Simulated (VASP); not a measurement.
Here is a VASP 6.6.1 calculation.

INCAR

```
SYSTEM = GaN
ALGO = Normal ; EDIFF = 1E-7
EDIFFG = -0.002 ; ENCUT = 520
GGA_COMPAT = .False. ; IBRION = 2
ISIF = 2 ; ISMEAR = 0
LASPH = .True. ; LCHARG = .False.
LREAL = .False. ; LWAVE = .False.
NELM = 120 ; NELMIN = 4
NSW = 50 ; PREC = Accurate
SIGMA = 0.01
```

The input KPOINTS:

```
k-points
0
Gamma
  8 8 4
  0 0 0
```

The input POSCAR:

```
GaN
1.0
    3.1518145673      0.0000000000      0.0000000000
   -1.5759072837      2.7295514833      0.0000000000
    0.0000000000      0.0000000000      5.1640897249
Ga N
2 2
Direct
    0.3333333333      0.6666666667     -0.0007042255
    0.6666666667      0.3333333333      0.4992957745
    0.3333333333      0.6666666667      0.3757042255
    0.6666666667      0.3333333333      0.8757042255
```

Potentials or basis: VASP PAW LDA potentials, release 64 (Ga_d, N).

Run with:

```sh
$ cat potpaw_LDA.64/Ga_d/POTCAR potpaw_LDA.64/N/POTCAR > POTCAR
$ mpirun -np 1 vasp_std > vasp.out
```

Problem. What does it give for the energy gained by relaxing?

Solution. 0.1 meV/atom.

Problem. Estimate the band gap on the k mesh.

Solution. 2.09 eV.

The path:
| step | energy change (eV) | largest force (eV/Å) | pressure (GPa) |
| --- | --- | --- | --- |
| 1 | 0.0000 | 0.0540 | 0.09 |
| 2 | -0.0002 | 0.0102 | 0.08 |
| 3 | -0.0002 | 0.0001 | 0.08 |

Caveat: the cell differs from its parent crystal (z stretched by +0.5 %, x and y held).
